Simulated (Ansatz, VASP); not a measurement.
# Two plane-wave programs on CaO

File POSCAR:

```
CaO
1.0
    0.0059139569      2.4034640672      2.4034640672
    2.4034640672      0.0059139569      2.4034640672
    2.4034640672      2.4034640672      0.0059139569
Ca O
1 1
Direct
    0.0000000000      0.0000000000      0.0000000000
    0.5000000000      0.5000000000      0.5000000000
```

INCAR.step1

```
  ALGO = Normal
  EDIFF = 1E-4
  ENCUT = 520
  GGA = PE
  ISMEAR = 0
  LASPH = T
  LCHARG = F
  LREAL = F
  LWAVE = T
  NBANDS = 15
  NELM = 60
  PREC = Accurate
  SIGMA = 0.01
```

The input INCAR.step2:

```
  ALGO = Normal
  EDIFF = 1E-7
  ENCUT = 520
  ISIF = 2
  ISMEAR = 0
  ISTART = 1
  LASPH = T
  LCHARG = F
  LMIXTAU = T
  LREAL = F
  LWAVE = F
  METAGGA = R2SCAN
  NBANDS = 15
  NELM = 60
  PREC = Accurate
  SIGMA = 0.01
```

File KPOINTS:

```
k-points
0
Gamma
  10 10 10
```

Input for Ansatz:

```yaml
crystal:
  lattice:
    - [0.0059139569, 2.4034640672, 2.4034640672]
    - [2.4034640672, 0.0059139569, 2.4034640672]
    - [2.4034640672, 2.4034640672, 0.0059139569]
  atoms:
    - { symbol: Ca, position: [0.0, 0.0, 0.0] }
    - { symbol: O, position: [0.5, 0.5, 0.5] }
kpoints:
  mp_grid: { grid: [10, 10, 10] }
  band_path:
    path:
      - [0.0, 0.0, 0.0]
      - [0.5, 0.0, 0.5]
      - [0.625, 0.25, 0.625]
      - [0.375, 0.375, 0.75]
      - [0.5, 0.5, 0.5]
      - [0.5, 0.25, 0.75]
      - [0.0, 0.5, 0.5]
    npoints: 1
hamiltonian:
  xc: r2scan
scf:
  occupations: { method: fixed }
  n_extra_bands: 4
output:
  forces: true
  stress: true
  eigenvalues: true
  write_density: true
  write_potential: true
  elf: true
  volumetric_format: npy
```

Change from the starting cell: shear_111 strain +0.4%.

Alike in both runs: task single point; functional r2SCAN; k mesh 10 × 10 × 10; no spin polarisation.

|  | VASP | Ansatz |
| --- | --- | --- |
| version | VASP 6.6.1 | Ansatz 0.2.0 |
| potentials or method | VASP PAW PBE potentials, release 64 (Ca_sv, O) | plane waves, PAW |
| plane-wave cutoff (eV) | 520 | 500 |
| occupations | gaussian, width 0.01 eV | fixed |
| valence electrons in the cell | 16 | 16 |

```tsv
	VASP	Ansatz	Ansatz less VASP
gap on the k mesh at the Fermi level (eV)	4.18	4.20	+0.012
pressure (GPa)	0.6	-0.4	-1.06
traceless stress, the component that is largest in VASP (GPa)	-0.19	-0.20	-0.002
```

VASP's potentials were made for PBE, not for r2SCAN.
